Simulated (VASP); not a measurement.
# Zn2B3 (P6_3/m) in VASP: relaxation of cell and atoms with PBE

Aim: the relaxation of cell and atoms of Zn2B3 with PBE.

Everything below comes from runs of VASP 6.6.1. Logs are shortened: lines on timing, memory, paths and dates and some standing lists are left out, and cuts for length are marked.

## (1) The cell of the first run

Symmetry: P6_3/m, No. 176, hexagonal system. The conventional cell has a = 6.056 Å, b = 6.056 Å, c = 3.738 Å, α = 90.00°, β = 90.00°, γ = 120.00°. Zn (site symmetry -6) has 9 B at 2.36 to 2.48 Å within 3.1 Å. Zn (site symmetry -3) has 2 Zn at 1.87 Å and 6 B at 2.32 Å within 2.5 Å. Within 3.1 Å of B (site symmetry m) lie 5 Zn at 2.32 to 2.48 Å and 8 B at 2.78 to 2.83 Å.

The cell was built from a structure type or drawn by symmetry, and may not be a known phase.

## (2) Relaxation of cell and atoms, PBE

Contents of INCAR:

```
  PREC = Accurate
  ENCUT = 500
  EDIFF = 1E-7
  ISMEAR = 0
  SIGMA = 0.2
  LREAL = False
  LASPH = True
  NELM = 120
  ALGO = Normal
  ISIF = 3
  LWAVE = False
  LCHARG = False
  GGA = PE
  IBRION = 2
  NSW = 36
  EDIFFG = -0.08
  GGA_COMPAT = False
  NELMIN = 4
```

Contents of KPOINTS:

```
Automatic mesh
0
Gamma
  3 3 4
```

Contents of POSCAR:

```
Zn2B3
1.0
    6.0560355100      0.0000000000      0.0000000000
   -3.0280177600      5.2446806000      0.0000000000
    0.0000000000      0.0000000000      3.7380604100
Zn B
4 6
Direct
    0.6666666700      0.3333333300      0.7500000000
    0.3333333300      0.6666666700      0.2500000000
    0.0000000000      0.0000000000      0.5000000000
    0.0000000000      0.0000000000      0.0000000000
    0.6949472400      0.6158427000      0.2500000000
    0.6158427000      0.9208954600      0.7500000000
    0.9208954600      0.3050527600      0.2500000000
    0.0791045400      0.6949472400      0.7500000000
    0.3050527600      0.3841573000      0.7500000000
    0.3841573000      0.0791045400      0.2500000000
```

Potentials or basis: VASP PAW PBE potentials, release 64 (Zn, B).

The run is started by

```
> cat potpaw_PBE.64/Zn/POTCAR potpaw_PBE.64/B/POTCAR > POTCAR
> mpirun -np 1 vasp_std > vasp.out
```

OUTCAR:

```text
PREC = Accurate
   ENCUT = 500
   EDIFF = 1E-7
   ISMEAR = 0
   LREAL = False
   LASPH = True
   NELM = 120
   ISIF = 3
   GGA = PE
   IBRION = 2
   NSW = 36
   EDIFFG = -0.08
   NELMIN = 4

 ion  position               nearest neighbor table
   1  0.667  0.333  0.750-   6 2.36   8 2.36   9 2.36   7 2.48   7 2.48  10 2.48  10 2.48   5 2.48
                             5 2.48
   2  0.333  0.667  0.250-  10 2.36   7 2.36   5 2.36   8 2.48   8 2.48   6 2.48   6 2.48   9 2.48
                             9 2.48
   3  0.000  0.000  0.500-   4 1.87   4 1.87  10 2.32   6 2.32   5 2.32   9 2.32   8 2.32   7 2.32

   4  0.000  0.000  0.000-   3 1.87   3 1.87  10 2.32   6 2.32   5 2.32   9 2.32   8 2.32   7 2.32

   5  0.695  0.616  0.250-   3 2.32   4 2.32   2 2.36   1 2.48   1 2.48
   6  0.616  0.921  0.750-   3 2.32   4 2.32   1 2.36   2 2.48   2 2.48
   7  0.921  0.305  0.250-   3 2.32   4 2.32   2 2.36   1 2.48   1 2.48
   8  0.079  0.695  0.750-   3 2.32   4 2.32   1 2.36   2 2.48   2 2.48
   9  0.305  0.384  0.750-   3 2.32   4 2.32   1 2.36   2 2.48   2 2.48
  10  0.384  0.079  0.250-   3 2.32   4 2.32   2 2.36   1 2.48   1 2.48

  LATTYP: Found a hexagonal cell.
 ALAT       =     6.0560355100
 C/A-ratio  =     0.6172454577

  Lattice vectors:

 A1 = (   6.0560355100,   0.0000000000,   0.0000000000)
 A2 = (  -3.0280177600,   5.2446806000,   0.0000000000)
 A3 = (   0.0000000000,   0.0000000000,   3.7380604100)

Analysis of symmetry for initial positions (statically):
=====================================================================
 Subroutine PRICEL returns:
 Original cell was already a primitive cell.

 Routine SETGRP: Setting up the symmetry group for a
 hexagonal supercell.

 Subroutine GETGRP returns: Found 12 space group operations
 (whereof  6 operations were pure point group operations)
 out of a pool of 24 trial point group operations.

The static configuration has the point symmetry S_6 .
 The point group associated with its full space group is C_6h.

Analysis of symmetry for dynamics (positions and initial velocities):
=====================================================================
 Subroutine PRICEL returns:
 Original cell was already a primitive cell.

 Routine SETGRP: Setting up the symmetry group for a
 hexagonal supercell.

 Subroutine GETGRP returns: Found 12 space group operations
 (whereof  6 operations were pure point group operations)
 out of a pool of 24 trial point group operations.

The dynamic configuration has the point symmetry S_6 .
 The point group associated with its full space group is C_6h.

 Subroutine INISYM returns: Found 12 space group operations
 (whereof  6 operations are pure point group operations),
 and found     1 'primitive' translations

----------------------------------------------------------------------------------------

                                     Primitive cell

  volume of cell :     118.7282

  direct lattice vectors                    reciprocal lattice vectors
     6.056035510  0.000000000  0.000000000     0.165124527  0.095334690  0.000000000
    -3.028017760  5.244680600  0.000000000     0.000000000  0.190669380  0.000000000
     0.000000000  0.000000000  3.738060410     0.000000000  0.000000000  0.267518416

  length of vectors
     6.056035510  6.056035514  3.738060410     0.190669380  0.190669380  0.267518416

  position of ions in fractional coordinates (direct lattice)
     0.666666670  0.333333330  0.750000000
     0.333333330  0.666666670  0.250000000
     0.000000000  0.000000000  0.500000000
     0.000000000  0.000000000  0.000000000
     0.694947240  0.615842700  0.250000000
     0.615842700  0.920895460  0.750000000
     0.920895460  0.305052760  0.250000000
     0.079104540  0.694947240  0.750000000
     0.305052760  0.384157300  0.750000000
     0.384157300  0.079104540  0.250000000

  ion indices of the primitive-cell ions
   primitive index   ion index
                 1           1
                 2           2
                 3           3
                 4           4
                 5           5
                 6           6
                 7           7
                 8           8
                 9           9
                10          10

----------------------------------------------------------------------------------------

 KPOINTS: Automatic mesh

Automatic generation of k-mesh.
 Grid dimensions read from file:
 generate k-points for:    3    3    4

 Generating k-lattice:

  Cartesian coordinates                     Fractional coordinates (reciprocal lattice)
     0.055041509  0.031778230  0.000000000     0.333333333  0.000000000  0.000000000
     0.000000000  0.063556460  0.000000000     0.000000000  0.333333333  0.000000000
     0.000000000  0.000000000  0.066879604     0.000000000  0.000000000  0.250000000

  Length of vectors
     0.063556460  0.063556460  0.066879604

  Shift w.r.t. Gamma in fractional coordinates (k-lattice)
     0.000000000  0.000000000  0.000000000

 Subroutine IBZKPT returns following result:
 ===========================================

 Found      9 irreducible k-points:

 Following reciprocal coordinates:
            Coordinates               Weight
  0.000000  0.000000  0.000000      1.000000
  0.333333  0.000000  0.000000      6.000000
  0.333333  0.333333  0.000000      2.000000
  0.000000  0.000000  0.250000      2.000000
  0.333333  0.000000  0.250000     12.000000
  0.333333  0.333333  0.250000      4.000000
  0.000000  0.000000  0.500000      1.000000
  0.333333  0.000000  0.500000      6.000000
  0.333333  0.333333  0.500000      2.000000
   k-points           NKPTS =      9   k-points in BZ     NKDIM =      9   number of bands    NBANDS=     39
   number of dos      NEDOS =    301   number of ions     NIONS =     10
   total plane-waves  NPLWV =  64512
   dimension x,y,z NGX =    48 NGY =   48 NGZ =   28
   dimension x,y,z NGXF=    96 NGYF=   96 NGZF=   56
   ions per type =               4   6
   NGX,Y,Z   is equivalent  to a cutoff of  13.18, 13.18, 12.45 a.u.
   NGXF,Y,Z  is equivalent  to a cutoff of  26.35, 26.35, 24.91 a.u.
 SYSTEM =  unknown system
   PREC   = accura    normal or accurate (medium, high low for compatibility)
   ISTART =      0    job   : 0-new  1-cont  2-samecut
   ICHARG =      2    charge: 1-file 2-atom 10-const
   ISPIN  =      1    spin polarized calculation?
   LNONCOLLINEAR =      F non collinear calculations
   LSORBIT =      F    spin-orbit coupling
   LASPH  =      T    aspherical Exc in radial PAW
   ENCUT  =  500.0 eV  36.75 Ry    6.06 a.u.  11.04 11.04  6.82*2*pi/ulx,y,z
   NELM   =    120;   NELMIN=  4; NELMDL= -5     # of ELM steps
   EDIFF  = 0.1E-06   stopping-criterion for ELM
   LREAL  =      F    real-space projection
   EDIFFG = -.8E-01   stopping-criterion for IOM
   NSW    =     36    number of steps for IOM
   IBRION =      2    ionic relax: 0-MD 1-quasi-New 2-CG
   NFREE  =      1    steps in history (QN), initial steepest desc. (CG)
   ISIF   =      3    stress and relaxation
   ISYM   =      2    0-nonsym 1-usesym 2-fastsym
   POTIM  = 0.5000    time-step for ionic-motion
   TEBEG  =    0.0;   TEEND  =   0.0 temperature during run
   PSTRESS=    0.0 pullay stress
   NELECT =      66.0000    total number of electrons
   NUPDOWN=      -1.0000    fix difference up-down
   EMIN   =  10.00;   EMAX   =-10.00  energy-range for DOS
   EFERMI =   0.00;   METHOD = LEGACY
   ISMEAR =     0;   SIGMA  =   0.20  broadening in eV -4-tet -1-fermi 0-gaus
   EFERMI_NEDOS =   21; number of points for ismear=-14 and -15
   IALGO  =     38    algorithm
   IMIX   =      4    mixing-type and parameters
     AMIX     =   0.40;   BMIX     =  1.00
     AMIX_MAG =   1.60;   BMIX_MAG =  1.00
  volume/ion in A,a.u.               =      11.87        80.12
  Fermi-wavevector in a.u.,A,eV,Ry     =   1.346082  2.543726 24.652900  1.811937
  Thomas-Fermi vector in A             =   2.473943
   LORBIT       =      0    0 simple, 1 ext, 2 COOP (PROOUT), +10 PAW based schemes
   GGA     = PE    functional components
   LHFCALC =     F    Hartree Fock is set to
   AEXX    =    0.0000 exact exchange contribution
   IVDW    =     0    specifies the selected vdW correction
   LEPSILON=     F    determine dielectric tensor
   LRPA    =     F    only Hartree local field effects (RPA)
 conjugate gradient relaxation of ions
 non-spin polarized calculation
 Gauss-broadening in eV      SIGMA  =   0.20
  energy-cutoff  :      500.00
  volume of cell :      118.73
 maximum number of plane-waves:      3027
 NGX is ok and might be reduce to    48
   NGX = 23   NGY = 23   NGZ = 13

--------------------------------------- Ionic step        1  -------------------------------------------

 number of electron      66.0000069 magnetization

 Free energy of the ion-electron system (eV)
  ---------------------------------------------------
  ext. energy  EPLUGINS =         0.00000000
  ---------------------------------------------------
  free energy    TOTEN  =       -25.19330158 eV

  energy without entropy =      -25.14007340  energy(sigma->0) =      -25.16668749

------------------------ aborting loop because EDIFF is reached ----------------------------------------

  FORCE on cell =-STRESS in cart. coord.  units (eV):
  Direction    XX          YY          ZZ          XY          YZ          ZX
  --------------------------------------------------------------------------------------
  -------------------------------------------------------------------------------------
  Total       -9.1029695     -9.1029695     24.3948976      0.0000002      0.0000000      0.0000000
  in kB     -122.8400246   -122.8400247    329.1969544      0.0000027      0.0000000      0.0000000
  external PRESSURE =      27.8389683 kB  Pullay stress =       0.0000000 kB
[... 113 lines left out ...]
  FREE ENERGIE OF THE ION-ELECTRON SYSTEM (eV)
  ---------------------------------------------------
  free  energy   TOTEN  =       -28.5529053411 eV

  energy  without entropy=      -28.4308269897  energy(sigma->0) =      -28.49186617

 E-fermi :   3.2117     XC(G=0): -11.2631

 val. band max:        3.1930205468   @ k =   0.3333   0.3333   0.0000
 cond. band min:       3.2467447374   @ k =   0.0000   0.0000   0.2500
 fundamental gap:      0.0537241906
 Fermi energy:         3.2116671383

 k-point     1 :       0.0000    0.0000    0.0000
  band No.  band energies     occupation
      1      -9.0175      2.00000
      2      -7.0964      2.00000
      3      -4.5871      2.00000
      4      -4.4874      2.00000
      5      -4.4874      2.00000
      6      -3.9554      2.00000
[... 367 lines left out ...]
     38       6.4163      0.00000
     39       8.5772      0.00000

[... ionic steps 4 to 33 ...]

--------------------------------------- Ionic step       34  -------------------------------------------

 number of electron      66.0000181 magnetization

------------------------ aborting loop because EDIFF is reached ----------------------------------------
[... 83 lines left out ...]
--------------------------------------- Ionic step       36  -------------------------------------------

 number of electron      66.0000191 magnetization

 Free energy of the ion-electron system (eV)
  ---------------------------------------------------
  ext. energy  EPLUGINS =         0.00000000
  ---------------------------------------------------
  free energy    TOTEN  =       -36.50545595 eV

  energy without entropy =      -36.42564975  energy(sigma->0) =      -36.46555285

 E-fermi :   3.8621     XC(G=0): -11.6009

 val. band max:        3.8360213222   @ k =   0.3333   0.3333   0.2500
 cond. band min:       4.0168370976   @ k =   0.3333   0.0000   0.0000
 fundamental gap:      0.1808157755
 Fermi energy:         3.8620654691

 k-point     1 :       0.0000    0.0000    0.0000
  band No.  band energies     occupation
      1      -8.8891      2.00000
      2      -6.7518      2.00000
      3      -4.4315      2.00000
      4      -4.3395      2.00000
      5      -4.3395      2.00000
      6      -3.7233      2.00000
[... 404 lines left out ...]
  FREE ENERGIE OF THE ION-ELECTRON SYSTEM (eV)
  ---------------------------------------------------
  free  energy   TOTEN  =       -36.5054559490 eV

  energy  without entropy=      -36.4256497512  energy(sigma->0) =      -36.46555285

 reached required accuracy - stopping structural energy minimisation
```

Wall time 14 min (1 thread of AMD EPYC 9R45 (Zen 5), shared host); peak memory 0.22 GiB.

What came out:

```
Free energy                           : -36.5055 eV
Relaxed volume                        : 10.65 Å³/atom
Relaxed cell                          : a = 4.870 Å, b = 4.870 Å, c = 5.185 Å, α = 90.00°, β = 90.00°, γ = 120.00°
Space group after relaxing (to 0.1 Å) : P6_3/mmc (No. 194)
Pressure after relaxing               : 0.4 GPa
Largest force after relaxing          : 0.067 eV/Å
Band gap on the k mesh                : zero (bands 33 and 34 overlap by 2.70 eV)
```

Forces in eV/Å, atoms in the order of the input:
```
Zn   0.000  0.000  0.000
Zn   0.000  0.000  0.000
Zn   0.000  0.000  0.000
Zn   0.000  0.000  0.000
B   -0.012  0.066  0.000
B    0.051  0.043  0.000
B    0.063 -0.023  0.000
B   -0.063  0.023  0.000
B    0.012 -0.066  0.000
B   -0.051 -0.043  0.000
```

Stress tensor (GPa, compression positive):
```
0.23 0.00 0.00
0.00 0.23 0.00
0.00 0.00 0.88
```

Final structure:
```
CELL_PARAMETERS angstrom
4.86976 0.00000 0.00000
-2.43488 4.21733 0.00000
0.00000 0.00000 5.18507
ATOMIC_POSITIONS crystal
Zn 0.66667 0.33333 0.75000
Zn 0.33333 0.66667 0.25000
Zn 0.00000 0.00000 0.50000
Zn 0.00000 0.00000 0.00000
B 0.77960 0.55639 0.25000
B 0.55639 0.77679 0.75000
B 0.77679 0.22040 0.25000
B 0.22321 0.77960 0.75000
B 0.22040 0.44361 0.75000
B 0.44361 0.22321 0.25000
```

Levels at points of the mesh, in eV from the Fermi level:
| k point | band 31 | band 32 | band 33 | band 34 | band 35 | band 36 |
| --- | --- | --- | --- | --- | --- | --- |
| (0.00, 0.00, 0.00) | -2.24 | -1.06 | 0.79 | 1.16 | 1.18 | 1.18 |
| (0.00, 0.00, 0.50) | -2.23 | -2.23 | -1.91 | -1.91 | 1.21 | 1.21 |

Caveat: the k points lie up to 0.50 Å⁻¹ apart in the final cell, too coarse for converged energies and pressures of a metal; a cell axis changed by over 15 % at a fixed basis, so the end point is rough; the relaxation stopped at a loose force limit of 0.08 eV/Å, so its end isn't a converged minimum.
